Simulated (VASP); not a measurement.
# Sb (R-3m) in VASP: a series of runs

Runs on Sb. Level: PBE. Tasks: single point.

Everything below comes from runs of VASP 6.6.1. Logs are shortened: lines on timing, memory, paths and dates and some standing lists are left out, and cuts for length are marked.

## (1) The cell of the first run

The typed cell holds 1 atom: a = 3.140 Å, b = 3.140 Å, c = 3.140 Å, α = 90.03°, β = 90.03°, γ = 90.03°.

## (2) Single point, PBE (volume scaled by 1.03, then relaxed in part)

Contents of INCAR:

```
  PREC = Accurate
  ENCUT = 520
  EDIFF = 1E-6
  ISMEAR = 0
  SIGMA = 0.1
  LREAL = False
  LASPH = True
  NELM = 100
  ALGO = Normal
  ISIF = 2
  LWAVE = False
  LCHARG = False
  GGA = PE
  NBANDS = 8
```

Contents of KPOINTS:

```
regular mesh
0
Gamma
  18 18 18
```

Contents of POSCAR:

```
Sb
1.0
    2.2212125243      1.2824176488      1.8121087349
   -2.2212125243      1.2824176488      1.8121087349
    0.0000000000     -2.5648352977      1.8121087349
Sb
1
Direct
    0.5000000000      0.5000000000      0.5000000000
```

Potentials or basis: VASP PAW PBE potentials, release 64 (Sb).

On the command line:

```bash
$ cat potpaw_PBE.64/Sb/POTCAR > POTCAR
$ mpirun -np 1 vasp_std > vasp.out
```

OUTCAR:

```text
PREC = Accurate
   ENCUT = 520
   EDIFF = 1E-6
   ISMEAR = 0
   LREAL = False
   LASPH = True
   NELM = 100
   ISIF = 2
   GGA = PE

 ion  position               nearest neighbor table
   1  0.500  0.500  0.500-

  LATTYP: Found a trigonal (rhomboedric) cell.
 ALAT       =     3.1404009571
 COS(alpha) =    -0.0005528209

  Lattice vectors:

 A1 = (   2.2212125243,   1.2824176488,   1.8121087349)
 A2 = (  -2.2212125243,   1.2824176488,   1.8121087349)
 A3 = (   0.0000000000,  -2.5648352977,   1.8121087349)

Analysis of symmetry for initial positions (statically):
=====================================================================
 Subroutine PRICEL returns:
 Original cell was already a primitive cell.

 Routine SETGRP: Setting up the symmetry group for a
 trigonal (rhombohedral) supercell.

 Subroutine GETGRP returns: Found 12 space group operations
 (whereof 12 operations were pure point group operations)
 out of a pool of 12 trial point group operations.

The static configuration has the point symmetry D_3d.

Analysis of symmetry for dynamics (positions and initial velocities):
=====================================================================
 Subroutine PRICEL returns:
 Original cell was already a primitive cell.

 Routine SETGRP: Setting up the symmetry group for a
 trigonal (rhombohedral) supercell.

 Subroutine GETGRP returns: Found 12 space group operations
 (whereof 12 operations were pure point group operations)
 out of a pool of 12 trial point group operations.

The dynamic configuration has the point symmetry D_3d.

 Subroutine INISYM returns: Found 12 space group operations
 (whereof 12 operations are pure point group operations),
 and found     1 'primitive' translations

----------------------------------------------------------------------------------------

                                     Primitive cell

  volume of cell :      30.9710

  direct lattice vectors                    reciprocal lattice vectors
     2.221212524  1.282417649  1.812108735     0.225102278  0.129962861  0.183947755
    -2.221212524  1.282417649  1.812108735    -0.225102278  0.129962861  0.183947755
     0.000000000 -2.564835298  1.812108735     0.000000000 -0.259925722  0.183947755

  length of vectors
     3.140400957  3.140400957  3.140400957     0.318430773  0.318430773  0.318430773

  position of ions in fractional coordinates (direct lattice)
     0.500000000  0.500000000  0.500000000

  ion indices of the primitive-cell ions
   primitive index   ion index
                 1           1

----------------------------------------------------------------------------------------

 KPOINTS: regular mesh

Automatic generation of k-mesh.
 Grid dimensions read from file:
 generate k-points for:   18   18   18

 Generating k-lattice:

  Cartesian coordinates                     Fractional coordinates (reciprocal lattice)
     0.012505682  0.007220159  0.010219320     0.055555556 -0.000000000 -0.000000000
    -0.012505682  0.007220159  0.010219320    -0.000000000  0.055555556 -0.000000000
     0.000000000 -0.014440318  0.010219320    -0.000000000 -0.000000000  0.055555556

  Length of vectors
     0.017690599  0.017690599  0.017690599

  Shift w.r.t. Gamma in fractional coordinates (k-lattice)
     0.000000000  0.000000000  0.000000000

 Subroutine IBZKPT returns following result:
 ===========================================

 Found    580 irreducible k-points:

 Following reciprocal coordinates:
            Coordinates               Weight
  0.000000  0.000000  0.000000      1.000000
  0.055556  0.000000 -0.000000      6.000000
  0.111111  0.000000 -0.000000      6.000000
  0.166667  0.000000  0.000000      6.000000
  0.222222  0.000000  0.000000      6.000000
  0.277778 -0.000000 -0.000000      6.000000
[... 16 lines left out ...]
 -0.277778  0.055556  0.000000     12.000000
 -0.222222  0.055556 -0.000000     12.000000
 [... further k-points ...]
   k-points           NKPTS =    580   k-points in BZ     NKDIM =    580   number of bands    NBANDS=      8
   number of dos      NEDOS =    301   number of ions     NIONS =      1
   total plane-waves  NPLWV =  13824
   dimension x,y,z NGX =    24 NGY =   24 NGZ =   24
   dimension x,y,z NGXF=    48 NGYF=   48 NGZF=   48
   ions per type =               1
   NGX,Y,Z   is equivalent  to a cutoff of  12.71, 12.71, 12.71 a.u.
   NGXF,Y,Z  is equivalent  to a cutoff of  25.41, 25.41, 25.41 a.u.
 SYSTEM =  unknown system
   PREC   = accura    normal or accurate (medium, high low for compatibility)
   ISTART =      0    job   : 0-new  1-cont  2-samecut
   ICHARG =      2    charge: 1-file 2-atom 10-const
   ISPIN  =      1    spin polarized calculation?
   LNONCOLLINEAR =      F non collinear calculations
   LSORBIT =      F    spin-orbit coupling
   LASPH  =      T    aspherical Exc in radial PAW
   ENCUT  =  520.0 eV  38.22 Ry    6.18 a.u.   5.84  5.84  5.84*2*pi/ulx,y,z
   NELM   =    100;   NELMIN=  2; NELMDL= -5     # of ELM steps
   EDIFF  = 0.1E-05   stopping-criterion for ELM
   LREAL  =      F    real-space projection
   EDIFFG = 0.1E-04   stopping-criterion for IOM
   NSW    =      0    number of steps for IOM
   IBRION =     -1    ionic relax: 0-MD 1-quasi-New 2-CG
   NFREE  =      0    steps in history (QN), initial steepest desc. (CG)
   ISIF   =      2    stress and relaxation
   ISYM   =      2    0-nonsym 1-usesym 2-fastsym
   POTIM  = 0.5000    time-step for ionic-motion
   TEBEG  =    0.0;   TEEND  =   0.0 temperature during run
   PSTRESS=    0.0 pullay stress
   NELECT =       5.0000    total number of electrons
   NUPDOWN=      -1.0000    fix difference up-down
   EMIN   =  10.00;   EMAX   =-10.00  energy-range for DOS
   EFERMI =   0.00;   METHOD = LEGACY
   ISMEAR =     0;   SIGMA  =   0.10  broadening in eV -4-tet -1-fermi 0-gaus
   EFERMI_NEDOS =   21; number of points for ismear=-14 and -15
   IALGO  =     38    algorithm
   IMIX   =      4    mixing-type and parameters
     AMIX     =   0.40;   BMIX     =  1.00
     AMIX_MAG =   1.60;   BMIX_MAG =  1.00
  volume/ion in A,a.u.               =      30.97       209.00
  Fermi-wavevector in a.u.,A,eV,Ry     =   0.891415  1.684530 10.811464  0.794620
  Thomas-Fermi vector in A             =   2.013232
   LORBIT       =      0    0 simple, 1 ext, 2 COOP (PROOUT), +10 PAW based schemes
   GGA     = PE    functional components
   LHFCALC =     F    Hartree Fock is set to
   AEXX    =    0.0000 exact exchange contribution
   IVDW    =     0    specifies the selected vdW correction
   LEPSILON=     F    determine dielectric tensor
   LRPA    =     F    only Hartree local field effects (RPA)
 non-spin polarized calculation
 Gauss-broadening in eV      SIGMA  =   0.10
  energy-cutoff  :      520.00
  volume of cell :       30.97
 maximum number of plane-waves:       860
   NGX = 11   NGY = 11   NGZ = 11

 number of electron       5.0000000 magnetization

 Free energy of the ion-electron system (eV)
  ---------------------------------------------------
  ext. energy  EPLUGINS =         0.00000000
  ---------------------------------------------------
  free energy    TOTEN  =        -4.08927949 eV

  energy without entropy =       -4.08684676  energy(sigma->0) =       -4.08806313

 E-fermi :   6.6980     XC(G=0):  -9.4645

 val. band max:        6.6564989358   @ k =  -0.2778   0.2778   0.2778
 cond. band min:       6.7168437494   @ k =   0.1667   0.0000   0.0000
 fundamental gap:      0.0603448136
 Fermi energy:         6.6979687931

 k-point     1 :       0.0000    0.0000    0.0000
  band No.  band energies     occupation
      1      -5.4329      2.00000
      2       9.8399      0.00000
      3       9.8437      0.00000
      4       9.8437      0.00000
      5      13.5551      0.00000
      6      13.5551      0.00000
      7      14.7076      0.00000
      8      24.0919      0.00000

 k-point     2 :       0.0556    0.0000   -0.0000
  band No.  band energies     occupation
      1      -5.3899      2.00000
      2       9.2544      0.00000
      3       9.8832      0.00000
      4       9.8858      0.00000
      5      13.5900      0.00000
      6      13.9432      0.00000
      7      15.0065      0.00000
      8      23.6318      0.00000

 k-point     3 :       0.1111    0.0000   -0.0000
  band No.  band energies     occupation
      1      -5.2615      2.00000
      2       8.0487      0.00000
      3      10.0075      0.00000
      4      10.0100      0.00000
      5      13.6941      0.00000
      6      14.3296      0.00000
      7      16.1188      0.00000
      8      22.7569      0.00000

 k-point     4 :       0.1667    0.0000    0.0000
  band No.  band energies     occupation
      1      -5.0505      2.00000
      2       6.7168      0.78952
      3      10.2079      0.00000
      4      10.2105      0.00000
      5      13.8664      0.00000
      6      14.5907      0.00000
      7      17.6602      0.00000
      8      21.8075      0.00000

 k-point     5 :       0.2222    0.0000    0.0000
  band No.  band energies     occupation
      1      -4.7623      2.00000
      2       5.4115      2.00000
      3      10.4733      0.00000
      4      10.4759      0.00000
      5      14.1039      0.00000
      6      14.8838      0.00000
      7      19.2611      0.00000
      8      20.8685      0.00000
[... 177 lines left out ...]
 k-point    22 :      -0.3333    0.0556    0.0000
  band No.  band energies     occupation
      1      -3.9648      2.00000
      2       3.1495      2.00000
      3      10.5569      0.00000
      4      11.1592      0.00000
      5      15.0180      0.00000
      6      15.9289      0.00000
      7      18.2228      0.00000
      8      19.2357      0.00000

 k-point    23 :      -0.2778    0.0556    0.0000
  band No.  band energies     occupation
      1      -4.3647      2.00000
      2       4.2358      2.00000
      3      10.2145      0.00000
      4      10.8290      0.00000
      5      14.6630      0.00000
      6      15.5923      0.00000
      7      18.9626      0.00000
      8      20.0179      0.00000

 k-point    24 :      -0.2222    0.0556   -0.0000
  band No.  band energies     occupation
      1      -4.7193      2.00000
      2       5.4534      2.00000
      3       9.8955      0.00000
      4      10.5168      0.00000
      5      14.3577      0.00000
      6      15.2790      0.00000
      7      19.1514      0.00000
      8      20.1628      0.00000

 [... further k-points ...]
[... 5 lines left out ...]
  --------------------------------------------------------------------------------------
  -------------------------------------------------------------------------------------
  Total       -0.3025815     -0.3025815     -0.2981310      0.0000000      0.0000000     -0.0000000
  in kB      -15.6530081    -15.6530081    -15.4227758      0.0000000      0.0000000     -0.0000000
  external PRESSURE =     -15.5762640 kB  Pullay stress =       0.0000000 kB

 VOLUME and BASIS-vectors are now :
 -----------------------------------------------------------------------------
  energy-cutoff  :      520.00
  volume of cell :       30.97
      direct lattice vectors                 reciprocal lattice vectors
     2.221212524  1.282417649  1.812108735     0.225102278  0.129962861  0.183947755
    -2.221212524  1.282417649  1.812108735    -0.225102278  0.129962861  0.183947755
     0.000000000 -2.564835298  1.812108735     0.000000000 -0.259925722  0.183947755

 POSITION                                       TOTAL-FORCE (eV/Angst)
 -----------------------------------------------------------------------------------
      0.00000     -0.00000      2.71816         0.000000      0.000000     -0.000000
 -----------------------------------------------------------------------------------
    total drift:                                0.000000      0.000000     -0.000000

  FREE ENERGIE OF THE ION-ELECTRON SYSTEM (eV)
  ---------------------------------------------------
  free  energy   TOTEN  =        -4.0892794925 eV

  energy  without entropy=       -4.0868467635  energy(sigma->0) =       -4.08806313
```

Run time: 43 s. Hardware: 1 thread of AMD EPYC 9R45 (Zen 5), shared host; peak memory 0.22 GiB.

What came out:

| Item | Value |
| --- | --- |
| Free energy | -4.0893 eV |
| Pressure | -1.6 GPa |

Caveat: spin-orbit coupling is left out, which moves the levels of the heavy elements.

## (3) Single point, PBE (volume scaled by 1.06, then relaxed in part)

Contents of INCAR:

```
SYSTEM = Sb
ALGO = Normal ; EDIFF = 1E-7
ENCUT = 520 ; GGA = PE
ISIF = 2 ; ISMEAR = 0
LASPH = .TRUE. ; LCHARG = .FALSE.
LREAL = .FALSE. ; LWAVE = .FALSE.
NBANDS = 8 ; NELM = 100
PREC = Accurate ; SIGMA = 0.1
```

Contents of KPOINTS:

```
k-points
0
G
  18 18 18
  0 0 0
```

Contents of POSCAR:

```
Sb
1.0
    2.2425716473      1.2947493442      1.8295339263
   -2.2425716473      1.2947493442      1.8295339263
    0.0000000000     -2.5894986885      1.8295339263
Sb
1
Direct
    0.5000000000      0.5000000000      0.5000000000
```

Potentials or basis: VASP PAW PBE potentials, release 64 (Sb).

On the command line:

```bash
$ cat potpaw_PBE.64/Sb/POTCAR > POTCAR
$ mpirun -np 1 vasp_std > vasp.out
```

Wall time 48 s (1 thread of AMD EPYC 9R45 (Zen 5), shared host); peak memory 0.23 GiB.

Results (log left out):

| Quantity | Value |
| --- | --- |
| Free energy | -4.0768 eV |
| Pressure | -2.8 GPa |

Levels at points of the mesh, in eV from the Fermi level:
```csv
k point,band 1,band 2,band 3,band 4,band 5,band 6
"(0.00, 0.00, 0.00)",-11.92,3.08,3.08,3.08,6.84,6.84
"(0.50, 0.00, 0.00)",-9.73,-5.15,4.87,4.88,8.80,10.40
"(0.50, 0.50, 0.00)",-7.44,-3.27,-3.26,2.40,6.67,12.29
"(0.50, 0.50, 0.50)",-4.92,-1.51,-1.51,-1.50,4.90,4.90
```

Caveat: spin-orbit coupling is left out, which moves the levels of the heavy elements.
